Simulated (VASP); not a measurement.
Here is a VASP 6.6.1 calculation.

Contents of INCAR:

```
SYSTEM = In
PREC     = Accurate       ! precision mode
ENCUT    = 520            ! plane-wave cutoff, eV
EDIFF    = 1E-6           ! SCF threshold, eV
ISMEAR   = -1             ! smearing method
SIGMA    = 0.1            ! smearing width, eV
LREAL    = .False.        ! projectors in reciprocal space
LASPH    = .True.         ! aspherical terms in the spheres
NELM     = 80             ! most SCF steps
ALGO     = Normal         ! electronic algorithm
ISIF     = 2              ! what is computed and relaxed
LWAVE    = .False.        ! write WAVECAR
LCHARG   = .True.         ! write CHGCAR
GGA      = PE             ! functional
LELF     = .True.         ! ELF
LVHAR    = .True.       
NBANDS   = 34             ! bands
```

The input KPOINTS:

```
regular mesh
0
Gamma
  12 12 4
  0 0 0
```

File POSCAR:

```
In
1.0
    3.3491685049      0.0000000000      0.0000000000
   -1.6745842524      2.9004650068      0.0000000000
    0.0000000000      0.0000000000     10.8790787218
In
4
Direct
    1.0000000000      1.0000000000      0.0000000000
    1.0000000000      1.0000000000      0.5000000000
    0.3333333333      0.6666666667      0.2500000000
    0.6666666667      0.3333333333      0.7500000000
```

Potentials or basis: VASP PAW PBE potentials, release 64 (In_d).

Launch:

```console
$ cat potpaw_PBE.64/In_d/POTCAR > POTCAR
$ mpirun -np 1 vasp_std > vasp.out
```

**Question.** Predict the pressure.

**Answer.** 1.6 GPa.

**Question.** Estimate the band gap on the k mesh.

**Answer.** Zero (band 26 reaches 11.00 eV, above the bottom of band 27 at 6.24 eV).

Stress tensor (GPa, compression positive):
```
1.53 0.00 0.00
0.00 1.53 0.00
0.00 0.00 1.63
```

Caveat: spin-orbit coupling is left out, which moves the levels of the heavy elements.
